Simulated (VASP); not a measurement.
**TePb: single point with r2SCAN**

TePb:

```
Pb Te
1.0
     0.00000    3.22000    3.22000
     3.22000    0.00000    3.22000
     3.22000    3.22000    0.00000
Pb Te
1 1
Direct
  0.00000 0.00000 0.00000
  0.50000 0.50000 0.50000
```

```
Program             : VASP 6.6.1
Task                : single point
Functional          : r2SCAN
Potentials or basis : VASP PAW PBE potentials, release 64 (Pb_d, Te)
Cutoff              : 520 eV
k mesh              : 7 × 7 × 7
Occupations         : fermi-dirac, width 0.05 eV
Spin                : no spin polarisation
```

```yaml
Pressure: 2.0 GPa
```

Levels at points of the mesh, in eV from the Fermi level:
| k point | band 7 | band 8 | band 9 | band 10 | band 11 | band 12 | band 13 | band 14 |
| --- | --- | --- | --- | --- | --- | --- | --- | --- |
| (0.00, 0.00, 0.00) | -6.15 | -2.08 | -2.08 | -2.08 | 3.82 | 3.82 | 3.82 | 5.61 |

It took 84 s on 1 thread of Intel(R) Xeon(R) Platinum 8488C (Sapphire Rapids) (shared host), peak memory 0.22 GiB.

Caveat: this odd mesh misses L, where the gap lies, so gap, dielectric constants and Born charges aren't listed; the PAW data sets were made with another functional, which shifts forces and pressure a little; spin-orbit coupling is left out, which moves the levels of the heavy elements.
